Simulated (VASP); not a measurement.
AlGa3N4: single point with PBEsol

Crystal: AlGa3N4.

```
Al Ga N
1.0
     5.14235    0.00000    0.00014
     0.00000    3.16498    0.00000
    -0.00359    0.00000    6.30027
Al Ga N
1 3 4
Direct
  0.00060 0.50000 0.66736
  0.49912 0.50000 0.33492
  0.49903 0.00000 0.83156
  0.99986 0.00000 0.16618
  0.11967 0.50000 0.34010
  0.11765 0.00000 0.82638
  0.62044 0.00000 0.16622
  0.63123 0.50000 0.66730
```

This cell differs from its parent crystal: strain +0.1500 x Voigt [0, 0, 1, 0, 0, 0].

```yaml
Program: VASP 6.6.1
Task: single point
Functional: PBEsol
Potentials_or_basis: VASP PAW PBE potentials, release 64 (Al, Ga_d, N)
Cutoff: 520 eV
k_mesh: 6 × 8 × 6
Occupations: gaussian, width 0.05 eV
Spin: no spin polarisation
Dipole_correction: no
Further_INCAR_settings: ALGO = Normal; EDIFF = 1e-06; NBANDS = 41
```

The pressure is -17.5 GPa. The largest force is 0.429 eV/Å and the band gap on the k mesh is 0.95 eV, direct.

Forces in eV/Å, atoms in the order of the input:
```
Al   0.315  0.000  0.038
Ga   0.316  0.000 -0.045
Ga   0.277  0.000 -0.020
Ga   0.206  0.000  0.125
N   -0.302  0.000  0.249
N   -0.185  0.000  0.070
N   -0.247  0.000 -0.216
N   -0.378  0.000 -0.202
```

Stress tensor (GPa, compression positive):
```
 -6.98   0.00   0.06
  0.00  -8.78   0.00
  0.06   0.00 -36.60
```

Levels at points of the mesh, in eV from the valence-band top:
```csv
k point,band 29,band 30,band 31,band 32,band 33,band 34
"(0.00, 0.00, 0.00)",-0.43,-0.26,0.00,0.95,2.61,5.18
"(0.50, 0.00, 0.00)",-1.07,-0.63,-0.44,2.84,3.04,4.27
"(0.00, 0.50, 0.00)",-1.98,-1.79,-1.74,4.92,5.22,5.40
"(0.50, 0.50, 0.00)",-1.26,-1.24,-1.22,4.82,4.91,4.96
"(0.00, 0.00, 0.50)",-0.94,-0.33,-0.09,3.40,3.75,4.82
"(0.50, 0.00, 0.50)",-0.85,-0.84,-0.81,4.44,4.51,4.57
"(0.00, 0.50, 0.50)",-2.10,-1.23,-1.14,3.06,3.57,4.05
"(0.50, 0.50, 0.50)",-1.54,-1.47,-1.45,3.25,3.38,3.47
```

It took 11 min on 1 thread of Oxide Virtual Turin-like Processor, with other jobs on the host, peak memory 0.4 GiB.

Caveat: the cell differs from its parent crystal (strain +0.1500 x Voigt [0, 0, 1, 0, 0, 0]); the PAW data sets were made with another functional, which shifts forces and pressure a little.
